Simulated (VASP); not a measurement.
# LiF (Pm-3m) in VASP: notebook

LiF is run at these levels: r2SCAN, HSE06; tasks: single point.

Program: VASP 6.6.1. These are calculated values, not measurements. Logs are shortened: lines on timing, memory, paths and dates and some standing lists are left out, and cuts for length are marked.

## Step 1: The cell of the first run

It takes space group Pm-3m (No. 221, cubic). The conventional cell has a = 2.516 Å, b = 2.516 Å, c = 2.516 Å, α = 90.00°, β = 90.00°, γ = 90.00°. Within 2.9 Å of Li (site symmetry m-3m) lie 8 F at 2.18 Å and 6 Li at 2.52 Å. Within 2.9 Å of F (site symmetry m-3m) lie 8 Li at 2.18 Å and 6 F at 2.52 Å.

## Step 2: Single point, r2SCAN

File POSCAR:

```
LiF
1.0
    2.5162584446      0.0000000000      0.0000000000
    0.0000000000      2.5162584446      0.0000000000
    0.0000000000      0.0000000000      2.5162584446
Li F
1 1
Direct
    0.0000000000      0.0000000000      0.0000000000
    0.5000000000      0.5000000000      0.5000000000
```

File INCAR.step1:

```
SYSTEM = LiF
  ALGO = Normal
  EDIFF = 1E-4
  ENCUT = 520
  GGA = PE
  ISMEAR = 0
  LASPH = .True.
  LCHARG = .False.
  LREAL = .False.
  LWAVE = .True.
  NBANDS = 12
  NELM = 80
  PREC = Accurate
  SIGMA = 0.01
```

File INCAR.step2:

```
SYSTEM = LiF
  ALGO = Normal
  EDIFF = 1E-6
  ENCUT = 520
  ISIF = 2
  ISMEAR = 0
  ISTART = 1
  LASPH = .True.
  LCHARG = .False.
  LMIXTAU = .True.
  LREAL = .False.
  LWAVE = .False.
  METAGGA = R2SCAN
  NBANDS = 12
  NELM = 80
  PREC = Accurate
  SIGMA = 0.01
```

File KPOINTS:

```
k-points
0
Gamma
  6 6 6
  0 0 0
```

Potentials or basis: VASP PAW PBE potentials, release 64 (Li_sv, F).

On the command line:

```sh
> cat potpaw_PBE.64/Li_sv/POTCAR potpaw_PBE.64/F/POTCAR > POTCAR
> cp INCAR.step1 INCAR
> mpirun -np 1 vasp_std > vasp.out
> cp INCAR.step2 INCAR
> mpirun -np 1 vasp_std > vasp.out
```

OUTCAR:

```text
SYSTEM = LiF
   EDIFF = 1E-6
   ENCUT = 520
   ISIF = 2
   ISMEAR = 0
   ISTART = 1
   LASPH = .True.
   LREAL = .False.
   METAGGA = R2SCAN
   NELM = 80
   PREC = Accurate

 ion  position               nearest neighbor table
   1  0.000  0.000  0.000-   2 2.18   2 2.18   2 2.18   2 2.18   2 2.18   2 2.18   2 2.18   2 2.18

   2  0.500  0.500  0.500-   1 2.18   1 2.18   1 2.18   1 2.18   1 2.18   1 2.18   1 2.18   1 2.18

  LATTYP: Found a simple cubic cell.
 ALAT       =     2.5162584446

  Lattice vectors:

 A1 = (   2.5162584446,   0.0000000000,   0.0000000000)
 A2 = (   0.0000000000,   2.5162584446,   0.0000000000)
 A3 = (   0.0000000000,   0.0000000000,   2.5162584446)

Analysis of symmetry for initial positions (statically):
=====================================================================
 Subroutine PRICEL returns:
 Original cell was already a primitive cell.

 Routine SETGRP: Setting up the symmetry group for a
 simple cubic supercell.

 Subroutine GETGRP returns: Found 48 space group operations
 (whereof 48 operations were pure point group operations)
 out of a pool of 48 trial point group operations.

The static configuration has the point symmetry O_h .

Analysis of symmetry for dynamics (positions and initial velocities):
=====================================================================
 Subroutine PRICEL returns:
 Original cell was already a primitive cell.

 Routine SETGRP: Setting up the symmetry group for a
 simple cubic supercell.

 Subroutine GETGRP returns: Found 48 space group operations
 (whereof 48 operations were pure point group operations)
 out of a pool of 48 trial point group operations.

The dynamic configuration has the point symmetry O_h .

 Subroutine INISYM returns: Found 48 space group operations
 (whereof 48 operations are pure point group operations),
 and found     1 'primitive' translations

----------------------------------------------------------------------------------------

                                     Primitive cell

  volume of cell :      15.9318

  direct lattice vectors                    reciprocal lattice vectors
     2.516258445  0.000000000  0.000000000     0.397415457  0.000000000  0.000000000
     0.000000000  2.516258445  0.000000000     0.000000000  0.397415457  0.000000000
     0.000000000  0.000000000  2.516258445     0.000000000  0.000000000  0.397415457

  length of vectors
[... 84 lines left out ...]
   ISYM   =      2    0-nonsym 1-usesym 2-fastsym
   POTIM  = 0.5000    time-step for ionic-motion
   TEBEG  =    0.0;   TEEND  =   0.0 temperature during run
   PSTRESS=    0.0 pullay stress
   NELECT =      10.0000    total number of electrons
   NUPDOWN=      -1.0000    fix difference up-down
   EMIN   =  10.00;   EMAX   =-10.00  energy-range for DOS
   EFERMI =   0.00;   METHOD = LEGACY
   ISMEAR =     0;   SIGMA  =   0.01  broadening in eV -4-tet -1-fermi 0-gaus
   EFERMI_NEDOS =   21; number of points for ismear=-14 and -15
   IALGO  =     38    algorithm
   IMIX   =      4    mixing-type and parameters
     AMIX     =   0.40;   BMIX     =  1.00
     AMIX_MAG =   1.60;   BMIX_MAG =  1.00
  volume/ion in A,a.u.               =       7.97        53.76
  Fermi-wavevector in a.u.,A,eV,Ry     =   1.401693  2.648816 26.731957  1.964743
  Thomas-Fermi vector in A             =   2.524529
   LORBIT       =      0    0 simple, 1 ext, 2 COOP (PROOUT), +10 PAW based schemes
   METAGGA = R2SCAN    functional components
   LHFCALC =     F    Hartree Fock is set to
   AEXX    =    0.0000 exact exchange contribution
   IVDW    =     0    specifies the selected vdW correction
   LEPSILON=     F    determine dielectric tensor
   LRPA    =     F    only Hartree local field effects (RPA)
 non-spin polarized calculation
 Gauss-broadening in eV      SIGMA  =   0.01
  energy-cutoff  :      520.00
  volume of cell :       15.93
 maximum number of plane-waves:       441
 NGX is ok and might be reduce to    20
   NGX =  9   NGY =  9   NGZ =  9

 number of electron      10.0000023 magnetization

 Free energy of the ion-electron system (eV)
  ---------------------------------------------------
  ext. energy  EPLUGINS =         0.00000000
  ---------------------------------------------------
  free energy    TOTEN  =       -11.27335062 eV

  energy without entropy =      -11.27335062  energy(sigma->0) =      -11.27335062

 E-fermi :   0.1305     XC(G=0): -10.7395

 val. band max:       -0.1298236577   @ k =   0.5000   0.5000   0.0000
 cond. band min:       8.9882906708   @ k =   0.0000   0.0000   0.0000
 fundamental gap:      9.1181143284
 Fermi energy:         0.1305058275

 k-point     1 :       0.0000    0.0000    0.0000
  band No.  band energies     occupation
      1     -44.1201      2.00000
      2     -22.2894      2.00000
      3      -0.8679      2.00000
      4      -0.8679      2.00000
      5      -0.8679      2.00000
      6       8.9883      0.00000
      7      20.0804      0.00000
      8      20.0804      0.00000
      9      23.2085      0.00000
     10      23.2085      0.00000
     11      23.2085      0.00000
     12      40.5026      0.00000
[... 271 lines left out ...]
 k-point    20 :       0.5000    0.5000    0.5000
  band No.  band energies     occupation
      1     -43.9844      2.00000
      2     -20.7294      2.00000
      3      -2.5969      2.00000
      4      -2.5969      2.00000
      5      -2.5969      2.00000
      6      12.1973      0.00000
      7      12.1973      0.00000
      8      12.1973      0.00000
      9      26.2554      0.00000
     10      26.2554      0.00000
     11      26.2554      0.00000
     12      28.5448      0.00000

------------------------ aborting loop because EDIFF is reached ----------------------------------------

  FORCE on cell =-STRESS in cart. coord.  units (eV):
  Direction    XX          YY          ZZ          XY          YZ          ZX
  --------------------------------------------------------------------------------------
  -------------------------------------------------------------------------------------
  Total       -0.1126177     -0.1126177     -0.1126177     -0.0000000      0.0000000     -0.0000000
  in kB      -11.3253488    -11.3253488    -11.3253488     -0.0000000      0.0000000     -0.0000000
  external PRESSURE =     -11.3253488 kB  Pullay stress =       0.0000000 kB

 VOLUME and BASIS-vectors are now :
 -----------------------------------------------------------------------------
  energy-cutoff  :      520.00
  volume of cell :       15.93
      direct lattice vectors                 reciprocal lattice vectors
     2.516258445  0.000000000  0.000000000     0.397415457  0.000000000  0.000000000
     0.000000000  2.516258445  0.000000000     0.000000000  0.397415457  0.000000000
     0.000000000  0.000000000  2.516258445     0.000000000  0.000000000  0.397415457

 POSITION                                       TOTAL-FORCE (eV/Angst)
 -----------------------------------------------------------------------------------
      0.00000      0.00000      0.00000         0.000000      0.000000      0.000000
      1.25813      1.25813      1.25813         0.000000      0.000000      0.000000
 -----------------------------------------------------------------------------------
    total drift:                                0.000000      0.000000      0.000000

  FREE ENERGIE OF THE ION-ELECTRON SYSTEM (eV)
  ---------------------------------------------------
  free  energy   TOTEN  =       -11.2733506231 eV

  energy  without entropy=      -11.2733506231  energy(sigma->0) =      -11.27335062
```

OSZICAR.step1:

```text
N       E                     dE             d eps       ncg     rms          rms(c)
DAV:   1     0.303346570319E+02    0.30335E+02   -0.55187E+03   504   0.854E+02
DAV:   2    -0.872169498002E+01   -0.39056E+02   -0.38381E+02   612   0.184E+02
DAV:   3    -0.957561027759E+01   -0.85392E+00   -0.85296E+00   596   0.233E+01
DAV:   4    -0.958206911287E+01   -0.64588E-02   -0.64587E-02   560   0.223E+00
DAV:   5    -0.958213777855E+01   -0.68666E-04   -0.68666E-04   584   0.169E-01    0.448E+00
DAV:   6    -0.905054600430E+01    0.53159E+00   -0.24263E+00   500   0.954E+00    0.137E+00
DAV:   7    -0.904176883400E+01    0.87772E-02   -0.18003E-02   640   0.118E+00    0.837E-01
DAV:   8    -0.903859500053E+01    0.31738E-02   -0.13897E-02   648   0.125E+00    0.108E-01
DAV:   9    -0.903861677921E+01   -0.21779E-04   -0.49327E-04   560   0.205E-01
   1 F= -.90386168E+01 E0= -.90386168E+01  d E =-.936988E-66
```

It took 15 s on 1 thread of AMD EPYC 9R45 (Zen 5), shared host; peak memory 0.09 GiB.

Results:

- Free energy: -11.2734 eV
- Band gap on the k mesh: 9.12 eV, indirect (least direct gap 9.86 eV)

Caveat: the cutoff is under 1.25 times the usual one of these potentials, so pressure, stress and relaxed cells hold a basis-set (Pulay) error; the PAW data sets were made with another functional, which shifts forces and pressure a little.

## Step 3: Single point, HSE06

POSCAR is that of step 2.

File INCAR.step1:

```
SYSTEM = LiF
  PREC = Accurate
  ENCUT = 520
  EDIFF = 1E-5
  ISMEAR = 0
  SIGMA = 0.01
  LREAL = .FALSE.
  LASPH = .TRUE.
  NELM = 60
  ALGO = Normal
  ISIF = 2
  LWAVE = .TRUE.
  GGA = PE
  NBANDS = 12
```

File INCAR.step2:

```
SYSTEM = LiF
  PREC = Accurate
  ENCUT = 520
  EDIFF = 1E-6
  ISMEAR = 0
  SIGMA = 0.01
  LREAL = .FALSE.
  LASPH = .TRUE.
  NELM = 60
  ALGO = Normal
  ISIF = 2
  LWAVE = .FALSE.
  LCHARG = .TRUE.
  GGA = PE
  LHFCALC = .TRUE.
  HFSCREEN = 0.2079
  PRECFOCK = Normal
  LELF = .TRUE.
  LVHAR = .TRUE.
  ISTART = 1
  NBANDS = 12
```

File KPOINTS:

```
regular mesh
0
G
  6 6 6
  0 0 0
```

Potentials or basis: VASP PAW PBE potentials, release 64 (Li_sv, F).

On the command line:

```sh
> cat potpaw_PBE.64/Li_sv/POTCAR potpaw_PBE.64/F/POTCAR > POTCAR
> cp INCAR.step1 INCAR
> mpirun -np 1 vasp_std > vasp.out
> cp INCAR.step2 INCAR
> mpirun -np 1 vasp_std > vasp.out
```

It took 3.9 min on 1 thread of Intel Xeon Platinum 8375C at 2.90GHz (Ice Lake), shared host; peak memory 0.23 GiB.

The run converged. Its results:

```
Free energy            : -10.7604 eV
Band gap on the k mesh : 10.17 eV, indirect (least direct gap 10.93 eV)
```

Levels at points of the mesh, in eV from the valence-band top:
```tsv
k point	band 1	band 2	band 3	band 4	band 5	band 6	band 7	band 8	band 9	band 10
(0.00, 0.00, 0.00)	-44.97	-22.68	-0.76	-0.76	-0.76	10.17	21.47	21.47	24.12	24.12
(0.50, 0.00, 0.00)	-44.91	-22.15	-4.12	-0.32	-0.32	11.66	17.15	23.23	23.23	27.08
(0.50, 0.50, 0.00)	-44.86	-21.54	-3.65	-3.65	0.00	15.97	16.55	16.55	22.47	27.04
(0.50, 0.50, 0.50)	-44.82	-21.04	-2.57	-2.57	-2.57	13.49	13.49	13.49	27.80	27.80
```

Caveat: the cutoff is under 1.25 times the usual one of these potentials, so pressure, stress and relaxed cells hold a basis-set (Pulay) error; the PAW data sets were made with another functional, which shifts forces and pressure a little.
